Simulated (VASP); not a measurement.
Write the native input for VASP 6.6.1 that does the following.

- Task: relaxation of cell and atoms
- Functional: PBE
- Potentials or basis: VASP PAW PBE potentials, release 64 (Te)
- Cutoff: 600 eV
- k mesh: 10 × 10 × 10
- Occupations: fermi-dirac, width 0.1 eV
- Spin: no spin polarisation
- Dipole correction: no
- Further INCAR settings: ALGO = Normal; EDIFF = 1e-06; IBRION = 2; EDIFFG = -0.005; NSW = 60; ISIF = 3

The structure of Te lies in POSCAR:

```
Te
1.0
    0.0000000000      3.3095529740      3.3095529740
    3.3095529740      0.0000000000      3.3095529740
    3.3095529740      3.3095529740      0.0000000000
Te
2
Direct
   -0.1250000000     -0.1250000000     -0.1250000000
    0.1250000000      0.1250000000      0.1250000000
```

This isn't the form of Te at room conditions, which is trigonal, of chains.

These files were run (other wordings do the same):

INCAR

```
SYSTEM = Te
PREC = Accurate
ENCUT = 600
EDIFF = 1E-6
ISMEAR = -1
SIGMA = 0.1
LREAL = .False.
LASPH = .True.
NELM = 100
ALGO = Normal
ISIF = 3
LWAVE = .False.
LCHARG = .False.
GGA = PE
IBRION = 2
NSW = 60
EDIFFG = -0.005
```

KPOINTS

```
Automatic mesh
0
Gamma
  10 10 10
  0 0 0
```

Potentials or basis: VASP PAW PBE potentials, release 64 (Te).

Run with:

```bash
$ cat potpaw_PBE.64/Te/POTCAR > POTCAR
$ mpirun -np 1 vasp_std > vasp.out
```

Results of the run:

The relaxed volume is 46.35 Å³/atom. The relaxed cell is a = 5.080 Å, b = 5.080 Å, c = 5.080 Å, α = 60.00°, β = 60.00°, γ = 60.00°, the space group after relaxing (to 0.1 Å) is Fd-3m (No. 227) and the energy gained by relaxing is 282.2 meV/atom. The ionic steps are 5 and the pressure after relaxing is 0.0 GPa. The band gap on the k mesh is zero (bands 6 and 7 overlap by 0.92 eV).

Caveat: the volume moved by over 15 % at a fixed basis, so the end points are rough; spin-orbit coupling is left out, which moves the levels of the heavy elements.

It took 4.4 min on 1 thread of Intel Xeon 8259CL (shared host), peak memory 0.27 GiB.
